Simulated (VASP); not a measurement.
## SiC (Moissanite 3C): single point with PBE

Crystal: SiC (Moissanite 3C).

```
Si C
1.0
     0.00000    2.17900    2.17900
     2.17900    0.00000    2.17900
     2.17900    2.17900    0.00000
Si C
1 1
Direct
  0.00000 0.00000 0.00000
  0.25000 0.25000 0.25000
```

| Quantity | Value |
| --- | --- |
| Program | VASP 6.6.1 |
| Task | single point |
| Functional | PBE |
| Potentials or basis | VASP PAW PBE potentials, release 64 (Si, C) |
| Cutoff | 600 eV |
| k mesh | 7 × 7 × 7 |
| Occupations | fermi-dirac, width 0.1 eV |
| Spin | no spin polarisation |
| Dipole correction | no |
| Further INCAR settings | ALGO = Normal; EDIFF = 1e-06; NBANDS = 11 |

The pressure is 3.1 GPa. The band gap on the k mesh is 1.60 eV, indirect (least direct gap 4.67 eV).

Levels at points of the mesh, in eV from the valence-band top:
| k point | band 2 | band 3 | band 4 | band 5 | band 6 | band 7 |
| --- | --- | --- | --- | --- | --- | --- |
| (0.00, 0.00, 0.00) | 0.00 | 0.00 | 0.00 | 6.23 | 7.31 | 7.31 |

Wall time 6.1 s on 1 thread of AMD EPYC 9R45 96-Core Processor (Zen 5) (shared host), peak memory 0.12 GiB.

A k mesh can miss the band edges. A hybrid or GW would open this gap; PBE tends to underestimate it.
